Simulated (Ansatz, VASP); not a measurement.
# Two plane-wave programs on Na

Contents of INCAR:

```
ALGO = Normal ; EDIFF = 1E-6
ENCUT = 520 ; GGA = CA
ISIF = 2 ; ISMEAR = -1
LASPH = T ; LCHARG = T
LELF = T ; LREAL = F
LVHAR = T ; LWAVE = F
NBANDS = 14 ; NELM = 80
PREC = Accurate ; SIGMA = 0.05
```

Contents of KPOINTS:

```
k-points
0
Gamma
  12 12 7
```

POSCAR

```
Na
1.0
    2.7774043276      0.0000000000      0.0000000000
   -1.3887021638      2.4053027042      0.0000000000
    0.0000000000      0.0000000000      4.4993950107
Na
2
Direct
    0.3333333333      0.6666666667      0.2500000000
    0.6666666667      0.3333333333      0.7500000000
```

Input for Ansatz:

```yaml
crystal:
  lattice:
    - [2.7774043276, 0.0, 0.0]
    - [-1.3887021638, 2.4053027042, 0.0]
    - [0.0, 0.0, 4.4993950107]
  atoms:
    - { symbol: Na, position: [0.3333333333, 0.6666666667, 0.25] }
    - { symbol: Na, position: [0.6666666667, 0.3333333333, 0.75] }
kpoints:
  mp_grid: { grid: [12, 12, 7] }
scf:
  occupations: { method: fermi_dirac, width: 0.05 }
hamiltonian:
  xc: lda
  pseudopotentials: { kind: paw, level: accurate }
output:
  forces: true
  stress: true
  eigenvalues: true
```

Alike in both runs: task single point; functional LDA; k mesh 12 × 12 × 7; occupations fermi-dirac, width 0.05 eV; no spin polarisation.

|  | VASP | Ansatz |
| --- | --- | --- |
| version | VASP 6.6.1 | Ansatz 0.2.0 |
| potentials or method | VASP PAW LDA potentials, release 64 (Na_pv) | PAW with other files of Ansatz's library (level accurate), scalar-relativistic |
| plane-wave cutoff (eV) | 520 | 760 |
| valence electrons in the cell | 14 | 18 |

Ansatz gave:

| Item | Value |
| --- | --- |
| pressure (GPa) | 33.0 |
| traceless stress, the component that is largest in VASP (GPa) | -0.09 |

Q: Estimate VASP's values.

A: Pressure (GPa): 33.2; traceless stress, the component that is largest in VASP (GPa): -0.09.

LDA's correlation is that of Perdew and Zunger in VASP and of Perdew and Wang (1992) in Ansatz. Both programs put the cell under a high pressure, so it lies far from rest at this level. VASP's potentials hold 14 valence electrons a cell and Ansatz's 18, so a difference there can come from the potentials and not from the codes.
